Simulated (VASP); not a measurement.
A run of VASP 6.6.1:

File INCAR:

```
SYSTEM = GePt
  PREC = Accurate
  ENCUT = 520
  EDIFF = 1E-7
  ISMEAR = 0
  SIGMA = 0.1
  LREAL = .False.
  LASPH = .True.
  NELM = 100
  ALGO = Normal
  ISIF = 2
  LWAVE = .False.
  LCHARG = .False.
  GGA = PE
  NBANDS = 19
```

KPOINTS

```
regular mesh
0
Gamma
  6 6 6
  0 0 0
```

File POSCAR:

```
GePt
1.0
    3.2642808900      0.0000000000      0.0000000000
    0.0000000000      3.2642808900      0.0000000000
    0.0000000000      0.0000000000      3.2642808900
Ge Pt
1 1
Direct
    0.0000000000      0.0000000000      0.0000000000
    0.5000000000      0.5000000000      0.5000000000
```

Potentials or basis: VASP PAW PBE potentials, release 64 (Ge_d, Pt).

The run is started by

```bash
$ cat potpaw_PBE.64/Ge_d/POTCAR potpaw_PBE.64/Pt/POTCAR > POTCAR
$ mpirun -np 1 vasp_std > vasp.out
```

Hardware: 1 thread of AMD EPYC 9R45 96-Core Processor (Zen 5) (shared host).

Task: Estimate the wall time of this run.

Result: Run time: 6.7 s on 1 thread of AMD EPYC 9R45 96-Core Processor (Zen 5), on a shared host, peak memory 0.11 GiB. Counts: scf iterations 13, k points 20.
